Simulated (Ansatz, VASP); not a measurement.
# One calculation of Au, two programs

Contents of INCAR:

```
SYSTEM = Au
ALGO = Normal
EDIFF = 1E-6
ENCUT = 500
GGA = PE
GGA_COMPAT = .FALSE.
ISIF = 2
ISMEAR = 0
LASPH = .TRUE.
LCHARG = .FALSE.
LREAL = .FALSE.
LWAVE = .FALSE.
NBANDS = 18
NELM = 120
PREC = Accurate
SIGMA = 0.15
```

The input KPOINTS:

```
k-points
0
G
  18 18 10
  0 0 0
```

File POSCAR:

```
Au
1.0
    2.9169619367      0.0000000000      0.0000000000
   -1.4584809683      2.5261631390      0.0000000000
    0.0000000000      0.0000000000      4.8900308251
Au
2
Direct
    0.1774719188      0.4996149060      0.7500000000
    0.8225280812      0.5003850940      0.2500000000
```

Input for Ansatz:

```yaml
crystal:
  lattice:
    - [2.9169619367, 0.0, 0.0]
    - [-1.4584809683, 2.526163139, 0.0]
    - [0.0, 0.0, 4.8900308251]
  atoms:
    - { symbol: Au, position: [0.1774719188, 0.499614906, 0.75] }
    - { symbol: Au, position: [0.8225280812, 0.500385094, 0.25] }
basis:
  ecutwfc: 420
kpoints:
  mp_grid: { grid: [18, 18, 10] }
hamiltonian:
  xc: pbe
scf:
  occupations: { method: gaussian, width: 0.15 }
output:
  forces: true
  stress: true
  eigenvalues: true
```

Change from the starting cell: mode 4 frozen in at -0.211 Å and mode 5 at -0.422 Å (largest displacements).

Alike in both runs: task single point; functional PBE; k mesh 18 × 18 × 10; occupations gaussian, width 0.15 eV; no spin polarisation.

```csv
,VASP,Ansatz
version,VASP 6.6.1,Ansatz 0.2.0
potentials or method,"VASP PAW PBE potentials, release 64 (Au), cutoff 500 eV","scalar-relativistic, plane waves, PAW"
valence electrons in the cell,22,38
```

VASP gave:

```
gap on the k mesh at the Fermi level (eV)                     : none
pressure (GPa)                                                : 4.6
traceless stress, the component that is largest in VASP (GPa) : 9.36
rms of the force components (eV/Å)                            : 0.429
```

Task: Estimate Ansatz's values.

Result: gap on the k mesh at the Fermi level (eV): none; pressure (GPa): 4.8; traceless stress, the component that is largest in VASP (GPa): 9.42; rms of the force components (eV/Å): 0.433.

Atom by atom the forces differ by 0.003 eV/Å (rms over components). A gap of «none» marks a metal or a gap that the smearing closes. VASP's potentials hold 22 valence electrons a cell and Ansatz's 38, so a difference there can come from the potentials and not from the codes.

Spin-orbit coupling is off throughout.
